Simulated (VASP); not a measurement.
# MoS2 (Cm) in VASP: notebook

The runs below take MoS2 through single point, with PBE+D3(BJ).

All numbers are computed with VASP 6.6.1; they aren't measurements. Logs are shortened: lines on timing, memory, paths and dates and some standing lists are left out, and cuts for length are marked.

### 1 The cell of the first run

It takes space group Cm (No. 8, monoclinic). Conventional cell: a = 5.461 Å, b = 3.153 Å, c = 6.267 Å, α = 90.00°, β = 106.89°, γ = 90.00°. Within 3.0 Å of Mo (site symmetry m) lie 6 S at 2.26 to 2.80 Å. Within 3.0 Å of S (site symmetry m) lie 3 Mo at 2.26 to 2.80 Å. S (site symmetry m) has 3 Mo at 2.26 to 2.80 Å within 3.0 Å.

### 2 Single point, PBE+D3(BJ) (atoms displaced along a vibrational mode)

File INCAR:

```
SYSTEM = MoS2
PREC = Accurate
ENCUT = 520
EDIFF = 1E-7
ISMEAR = 0
SIGMA = 0.05
LREAL = .FALSE.
LASPH = .TRUE.
NELM = 60
ALGO = Normal
ISIF = 2
LWAVE = .FALSE.
LCHARG = .TRUE.
GGA = PE
IVDW = 12
LELF = .TRUE.
LVHAR = .TRUE.
NBANDS = 20
```

File KPOINTS:

```
Automatic mesh
0
G
  12 12 12
  0 0 0
```

File POSCAR:

```
MoS2
1.0
    1.5764743789      0.9101779070      5.9965349857
   -1.5764743789      0.9101779070      5.9965349857
    0.0000000000     -1.8203558141      5.9965349857
Mo S
1 2
Direct
    0.0366535453      0.0366535453     -0.0732552762
    0.6986248109      0.6986248109      0.8634277564
    0.5250119264      0.5250119264      0.6891469543
```

Potentials or basis: VASP PAW PBE potentials, release 64 (Mo_sv, S).

The run is started by

```
$ cat potpaw_PBE.64/Mo_sv/POTCAR potpaw_PBE.64/S/POTCAR > POTCAR
$ mpirun -np 1 vasp_std > vasp.out
```

OUTCAR:

```text
SYSTEM = MoS2
   PREC = Accurate
   ENCUT = 520
   EDIFF = 1E-7
   ISMEAR = 0
   LREAL = .FALSE.
   LASPH = .TRUE.
   NELM = 60
   ISIF = 2
   GGA = PE
   IVDW = 12
 IVDW          = 12

 ion  position               nearest neighbor table
   1  0.037  0.037  0.927-   2 2.26   2 2.26   3 2.26   3 2.26   3 2.80   2 2.80
   2  0.699  0.699  0.863-   1 2.26   1 2.26   1 2.80
   3  0.525  0.525  0.689-   1 2.26   1 2.26   1 2.80

  LATTYP: Found a trigonal (rhomboedric) cell.
 ALAT       =     6.2667477310
 COS(alpha) =     0.8734333152

  Lattice vectors:

 A1 = (   1.5764743789,   0.9101779070,   5.9965349857)
 A2 = (  -1.5764743789,   0.9101779070,   5.9965349857)
 A3 = (   0.0000000000,  -1.8203558141,   5.9965349857)

Analysis of symmetry for initial positions (statically):
=====================================================================
 Subroutine PRICEL returns:
 Original cell was already a primitive cell.

 Routine SETGRP: Setting up the symmetry group for a
 trigonal (rhombohedral) supercell.

 Subroutine GETGRP returns: Found  2 space group operations
 (whereof  2 operations were pure point group operations)
 out of a pool of 12 trial point group operations.

The static configuration has the point symmetry C_1h.

Analysis of symmetry for dynamics (positions and initial velocities):
=====================================================================
 Subroutine PRICEL returns:
 Original cell was already a primitive cell.

 Routine SETGRP: Setting up the symmetry group for a
 trigonal (rhombohedral) supercell.

 Subroutine GETGRP returns: Found  2 space group operations
 (whereof  2 operations were pure point group operations)
 out of a pool of 12 trial point group operations.

The dynamic configuration has the point symmetry C_1h.

 Subroutine INISYM returns: Found  2 space group operations
 (whereof  2 operations are pure point group operations),
 and found     1 'primitive' translations

----------------------------------------------------------------------------------------

                                     Primitive cell

  volume of cell :      51.6256

  direct lattice vectors                    reciprocal lattice vectors
     1.576474379  0.910177907  5.996534986     0.317163416  0.183114384  0.055587658
    -1.576474379  0.910177907  5.996534986    -0.317163416  0.183114384  0.055587658
     0.000000000 -1.820355814  5.996534986     0.000000000 -0.366228768  0.055587658

  length of vectors
     6.266747731  6.266747731  6.266747731     0.370423404  0.370423404  0.370423404

  position of ions in fractional coordinates (direct lattice)
     0.036653545  0.036653545  0.926744724
     0.698624811  0.698624811  0.863427756
     0.525011926  0.525011926  0.689146954

  ion indices of the primitive-cell ions
   primitive index   ion index
                 1           1
                 2           2
                 3           3

----------------------------------------------------------------------------------------

 KPOINTS: Automatic mesh

Automatic generation of k-mesh.
 Grid dimensions read from file:
 generate k-points for:   12   12   12

 Generating k-lattice:

  Cartesian coordinates                     Fractional coordinates (reciprocal lattice)
     0.026430285  0.015259532  0.004632305     0.083333333 -0.000000000  0.000000000
    -0.026430285  0.015259532  0.004632305    -0.000000000  0.083333333  0.000000000
     0.000000000 -0.030519064  0.004632305    -0.000000000 -0.000000000  0.083333333

  Length of vectors
     0.030868617  0.030868617  0.030868617

  Shift w.r.t. Gamma in fractional coordinates (k-lattice)
     0.000000000  0.000000000  0.000000000

 Subroutine IBZKPT returns following result:
 ===========================================

 Found    476 irreducible k-points:

 Following reciprocal coordinates:
            Coordinates               Weight
  0.000000  0.000000  0.000000      1.000000
  0.083333 -0.000000  0.000000      4.000000
  0.000000  0.000000  0.083333      2.000000
  0.166667 -0.000000 -0.000000      4.000000
  0.000000  0.000000  0.166667      2.000000
  0.250000  0.000000  0.000000      4.000000
[... 16 lines left out ...]
 -0.333333  0.000000 -0.083333      4.000000
  0.083333  0.000000  0.333333      4.000000
 [... further k-points ...]
   k-points           NKPTS =    476   k-points in BZ     NKDIM =    476   number of bands    NBANDS=     20
   number of dos      NEDOS =    301   number of ions     NIONS =      3
   total plane-waves  NPLWV = 110592
   dimension x,y,z NGX =    48 NGY =   48 NGZ =   48
   dimension x,y,z NGXF=    96 NGYF=   96 NGZF=   96
   ions per type =               1   2
   NGX,Y,Z   is equivalent  to a cutoff of  12.73, 12.73, 12.73 a.u.
   NGXF,Y,Z  is equivalent  to a cutoff of  25.47, 25.47, 25.47 a.u.
 SYSTEM =  MoS2
   PREC   = accura    normal or accurate (medium, high low for compatibility)
   ISTART =      0    job   : 0-new  1-cont  2-samecut
   ICHARG =      2    charge: 1-file 2-atom 10-const
   ISPIN  =      1    spin polarized calculation?
   LNONCOLLINEAR =      F non collinear calculations
   LSORBIT =      F    spin-orbit coupling
   LASPH  =      T    aspherical Exc in radial PAW
   ENCUT  =  520.0 eV  38.22 Ry    6.18 a.u.  11.65 11.65 11.65*2*pi/ulx,y,z
   NELM   =     60;   NELMIN=  2; NELMDL= -5     # of ELM steps
   EDIFF  = 0.1E-06   stopping-criterion for ELM
   LREAL  =      F    real-space projection
   EDIFFG = 0.1E-05   stopping-criterion for IOM
   NSW    =      0    number of steps for IOM
   IBRION =     -1    ionic relax: 0-MD 1-quasi-New 2-CG
   NFREE  =      0    steps in history (QN), initial steepest desc. (CG)
   ISIF   =      2    stress and relaxation
   ISYM   =      2    0-nonsym 1-usesym 2-fastsym
   POTIM  = 0.5000    time-step for ionic-motion
   TEBEG  =    0.0;   TEEND  =   0.0 temperature during run
   PSTRESS=    0.0 pullay stress
   NELECT =      26.0000    total number of electrons
   NUPDOWN=      -1.0000    fix difference up-down
   EMIN   =  10.00;   EMAX   =-10.00  energy-range for DOS
   EFERMI =   0.00;   METHOD = LEGACY
   ISMEAR =     0;   SIGMA  =   0.05  broadening in eV -4-tet -1-fermi 0-gaus
   EFERMI_NEDOS =   21; number of points for ismear=-14 and -15
   IALGO  =     38    algorithm
   IMIX   =      4    mixing-type and parameters
     AMIX     =   0.40;   BMIX     =  1.00
     AMIX_MAG =   1.60;   BMIX_MAG =  1.00
  volume/ion in A,a.u.               =      17.21       116.13
  Fermi-wavevector in a.u.,A,eV,Ry     =   1.302500  2.461368 23.082362  1.696506
  Thomas-Fermi vector in A             =   2.433564
   LORBIT       =      0    0 simple, 1 ext, 2 COOP (PROOUT), +10 PAW based schemes
   GGA     = PE    functional components
   LHFCALC =     F    Hartree Fock is set to
   AEXX    =    0.0000 exact exchange contribution
   IVDW    =    12    specifies the selected vdW correction
   LEPSILON=     F    determine dielectric tensor
   LRPA    =     F    only Hartree local field effects (RPA)
 non-spin polarized calculation
 Gauss-broadening in eV      SIGMA  =   0.05
  energy-cutoff  :      520.00
  volume of cell :       51.63
 maximum number of plane-waves:      1408
   NGX = 23   NGY = 23   NGZ = 23

 number of electron      26.0000002 magnetization

 Free energy of the ion-electron system (eV)
  ---------------------------------------------------
  ext. energy  EPLUGINS =         0.00000000
  ---------------------------------------------------
  free energy    TOTEN  =       -19.71721733 eV

  energy without entropy =      -19.71678679  energy(sigma->0) =      -19.71700206

 E-fermi :   8.2199     XC(G=0): -11.0440

 val. band max:        8.2123550299   @ k =   0.4167  -0.4167   0.5000
 cond. band min:       8.2392680389   @ k =  -0.1667   0.0000  -0.0833
 fundamental gap:      0.0269130089
 Fermi energy:         8.2198870685

 k-point     1 :       0.0000    0.0000    0.0000
  band No.  band energies     occupation
      1     -53.4424      2.00000
      2     -27.7549      2.00000
      3     -27.4720      2.00000
      4     -27.2665      2.00000
      5      -7.1669      2.00000
      6      -5.2940      2.00000
[... 12 lines left out ...]
     19      15.7559      0.00000
     20      17.1583      0.00000

 k-point     2 :       0.0833   -0.0000    0.0000
  band No.  band energies     occupation
      1     -53.4394      2.00000
      2     -27.7488      2.00000
      3     -27.4985      2.00000
      4     -27.2767      2.00000
      5      -7.0456      2.00000
      6      -5.2851      2.00000
[... 12 lines left out ...]
     19      16.3186      0.00000
     20      17.2457      0.00000

 k-point     3 :       0.0000    0.0000    0.0833
  band No.  band energies     occupation
      1     -53.4397      2.00000
      2     -27.7504      2.00000
      3     -27.4780      2.00000
      4     -27.2921      2.00000
      5      -7.0721      2.00000
      6      -5.2362      2.00000
[... 12 lines left out ...]
     19      16.1292      0.00000
     20      16.8731      0.00000

 k-point     4 :       0.1667   -0.0000   -0.0000
  band No.  band energies     occupation
      1     -53.4314      2.00000
      2     -27.7320      2.00000
      3     -27.5732      2.00000
      4     -27.3019      2.00000
      5      -6.6969      2.00000
      6      -5.2604      2.00000
[... 12 lines left out ...]
     19      16.7762      0.00000
     20      17.4899      0.00000

 k-point     5 :       0.0000    0.0000    0.1667
  band No.  band energies     occupation
      1     -53.4323      2.00000
      2     -27.7380      2.00000
      3     -27.4943      2.00000
      4     -27.3615      2.00000
      5      -6.8028      2.00000
      6      -5.0675      2.00000
[... 12 lines left out ...]
     19      16.5239      0.00000
     20      16.7151      0.00000
[... 353 lines left out ...]
      6      -4.9911      2.00000
[... 12 lines left out ...]
     19      16.7663      0.00000
     20      17.0602      0.00000

 k-point    22 :       0.3333    0.0833    0.0000
  band No.  band energies     occupation
      1     -53.4139      2.00000
      2     -27.7043      2.00000
      3     -27.6980      2.00000
      4     -27.3785      2.00000
      5      -5.8520      2.00000
      6      -5.0869      2.00000
[... 12 lines left out ...]
     19      16.3555      0.00000
     20      16.6925      0.00000

 k-point    23 :      -0.3333    0.0000   -0.0833
  band No.  band energies     occupation
      1     -53.4130      2.00000
      2     -27.7590      2.00000
      3     -27.6920      2.00000
      4     -27.3421      2.00000
      5      -5.7455      2.00000
      6      -5.2803      2.00000
[... 12 lines left out ...]
     19      16.3343      0.00000
     20      16.7008      0.00000

 k-point    24 :       0.0833    0.0000    0.3333
  band No.  band energies     occupation
      1     -53.4156      2.00000
      2     -27.7086      2.00000
      3     -27.5665      2.00000
      4     -27.4835      2.00000
      5      -6.0796      2.00000
      6      -4.7112      2.00000
[... 12 lines left out ...]
     19      16.1996      0.00000
     20      16.6255      0.00000

 [... further k-points ...]

------------------------ aborting loop because EDIFF is reached ----------------------------------------

 Edisp (eV)   -1.32171

 E8    (eV) :    -0.5332

  FORCE on cell =-STRESS in cart. coord.  units (eV):
  Direction    XX          YY          ZZ          XY          YZ          ZX
  --------------------------------------------------------------------------------------
  -------------------------------------------------------------------------------------
  Total       5.76802    -0.68445     6.28342     0.00000     0.01135     0.00000
  in kB     179.00795   -21.24153   195.00330     0.00000     0.35214     0.00000
  external pressure =      117.59 kB  Pullay stress =        0.00 kB

 VOLUME and BASIS-vectors are now :
 -----------------------------------------------------------------------------
  energy-cutoff  :      520.00
  volume of cell :       51.63
      direct lattice vectors                 reciprocal lattice vectors
     1.576474379  0.910177907  5.996534986     0.317163416  0.183114384  0.055587658
    -1.576474379  0.910177907  5.996534986    -0.317163416  0.183114384  0.055587658
     0.000000000 -1.820355814  5.996534986     0.000000000 -0.366228768  0.055587658

 POSITION                                       TOTAL-FORCE (eV/Angst)
 -----------------------------------------------------------------------------------
      0.00000     -1.62028      5.99685         0.000000     -6.392580     -0.000361
      0.00000     -0.30000     13.55623         0.000000      3.175430      2.139513
      0.00000     -0.29878     10.42900         0.000000      3.217150     -2.139152
 -----------------------------------------------------------------------------------
    total drift:                                0.000000     -0.000064      0.000002

  FREE ENERGIE OF THE ION-ELECTRON SYSTEM (eV)
  ---------------------------------------------------
  free  energy   TOTEN  =       -21.0389250564 eV

  energy  without entropy=      -21.0384945240  energy(sigma->0) =      -21.03870979
```

Wall time 13 min (1 thread of AMD EPYC 9R45 (Zen 5), shared host); peak memory 0.62 GiB.

What came out:

```yaml
Free_energy: -21.0389 eV
Pressure: 11.8 GPa
Largest_force: 6.393 eV/Å
Band_gap_on_the_k_mesh: zero (bands 13 and 14 overlap by 0.19 eV)
Dispersion_energy_per_atom: -0.441 eV
```

Forces on the atoms (eV/Å):
```
Mo   0.000 -6.393  0.000
S    0.000  3.175  2.140
S    0.000  3.217 -2.139
```

Stress tensor (GPa, compression positive):
```
17.90  0.00  0.00
 0.00 -2.12  0.04
 0.00  0.04 19.50
```

Caveat: the cell differs from its parent crystal (atoms displaced along a vibrational mode); the stress differs along the axes, from -2 to 20 GPa; forces of over 1 eV/Å act on the atoms, so gaps and moduli don't describe the material at rest.

### 3 Single point, PBE+D3(BJ) (atoms displaced along a vibrational mode)

File INCAR:

```
PREC     = Accurate       # precision mode
ENCUT    = 520            # plane-wave cutoff, eV
EDIFF    = 1E-7           # SCF threshold, eV
ISMEAR   = 0              # smearing method
SIGMA    = 0.05           # smearing width, eV
LREAL    = False          # projectors in reciprocal space
LASPH    = True           # aspherical terms in the spheres
NELM     = 60             # most SCF steps
ALGO     = Normal         # electronic algorithm
ISIF     = 2              # what is computed and relaxed
LWAVE    = False          # write WAVECAR
LCHARG   = True           # write CHGCAR
GGA      = PE             # functional
IVDW     = 12             # dispersion correction
LELF     = True           # ELF
LVHAR    = True         
NBANDS   = 20             # bands
```

File KPOINTS:

```
regular mesh
0
Gamma
  12 12 12
```

File POSCAR:

```
MoS2
1.0
    1.5764743789      0.9101779070      5.9965349857
   -1.5764743789      0.9101779070      5.9965349857
    0.0000000000     -1.8203558141      5.9965349857
Mo S
1 2
Direct
   -0.0274599339     -0.0274599339      0.0549716823
    0.7947598625      0.7947598625      0.6711576534
    0.6207573594      0.6207573594      0.4976560885
```

Potentials or basis: VASP PAW PBE potentials, release 64 (Mo_sv, S).

The run is started by

```
$ cat potpaw_PBE.64/Mo_sv/POTCAR potpaw_PBE.64/S/POTCAR > POTCAR
$ mpirun -np 1 vasp_std > vasp.out
```

Wall time 12 min (1 thread of AMD EPYC 9R45 (Zen 5), shared host); peak memory 0.63 GiB.

The run converged. Its results:

```
Free energy                : -21.6522 eV
Pressure                   : 10.6 GPa
Largest force              : 7.436 eV/Å
Band gap on the k mesh     : zero (bands 13 and 14 overlap by 0.03 eV)
Dispersion energy per atom : -0.441 eV
```

Forces in eV/Å, atoms in the order of the input:
```
Mo   0.000  7.436 -0.010
S    0.000 -3.741  1.870
S    0.000 -3.695 -1.860
```

Stress tensor (GPa, compression positive):
```
-1.63  0.00  0.00
 0.00 15.78  0.10
 0.00  0.10 17.73
```

Levels at points of the mesh, in eV from the Fermi level:
```csv
k point,band 9,band 10,band 11,band 12,band 13,band 14,band 15,band 16,band 17,band 18
"(0.00, 0.00, 0.00)",-3.63,-3.20,-1.47,-1.13,-0.59,-0.04,1.36,2.84,3.35,6.14
"(0.50, 0.00, 0.00)",-5.53,-4.22,-2.72,-2.06,0.00,1.26,1.52,2.21,4.32,5.03
"(0.00, 0.00, 0.50)",-4.68,-3.71,-3.31,-2.15,-1.45,1.33,1.93,3.04,4.42,5.80
"(0.50, 0.50, 0.00)",-4.48,-3.87,-3.58,-1.94,-1.77,1.33,2.15,3.56,4.03,6.59
"(0.50, 0.00, 0.50)",-5.31,-4.32,-2.71,-2.39,-0.11,1.19,1.50,2.39,4.39,5.64
"(0.50, 0.50, 0.50)",-3.65,-2.97,-2.90,-0.55,-0.41,0.09,1.37,2.61,3.44,6.14
```

Caveat: the cell differs from its parent crystal (atoms displaced along a vibrational mode); the stress differs along the axes, from -2 to 18 GPa; forces of over 1 eV/Å act on the atoms, so gaps and moduli don't describe the material at rest.

[end of part 1 of 2]

The gap in the log of VASP goes by the Fermi energy; the results here count the filled bands.